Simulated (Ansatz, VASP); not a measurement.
**Si in VASP and in Ansatz**

```
CELL_PARAMETERS angstrom
-1.67572 1.67572 1.30052
1.67572 -1.67572 1.30052
1.67572 1.67572 -1.30052
ATOMIC_POSITIONS crystal
Si 0.00000 0.00000 0.00000
```

Change from the starting cell: strain +0.030 along x and y, -0.015 along z, atoms carried along.

Alike in both runs: task single point; functional LDA; k mesh 22 × 22 × 22; occupations gaussian, width 0.15 eV; no spin polarisation.

|  | VASP | Ansatz |
| --- | --- | --- |
| version | VASP 6.6.1 | Ansatz 0.2.0 |
| potentials or method | VASP PAW LDA potentials, release 64 (Si), cutoff 520 eV | scalar-relativistic, plane waves, PAW |
| valence electrons in the cell | 4 | 4 |

VASP gave:

| Quantity | Value |
| --- | --- |
| gap on the k mesh at the Fermi level (eV) | none |
| pressure (GPa) | -3.7 |
| traceless stress, the component that is largest in VASP (GPa) | 0.98 |

**Question.** Which values does Ansatz return?

**Answer.** gap on the k mesh at the Fermi level (eV): none; pressure (GPa): -3.8; traceless stress, the component that is largest in VASP (GPa): 1.00.

LDA's correlation is that of Perdew and Zunger in VASP and of Perdew and Wang (1992) in Ansatz. A gap of «none» marks a metal or a gap that the smearing closes.
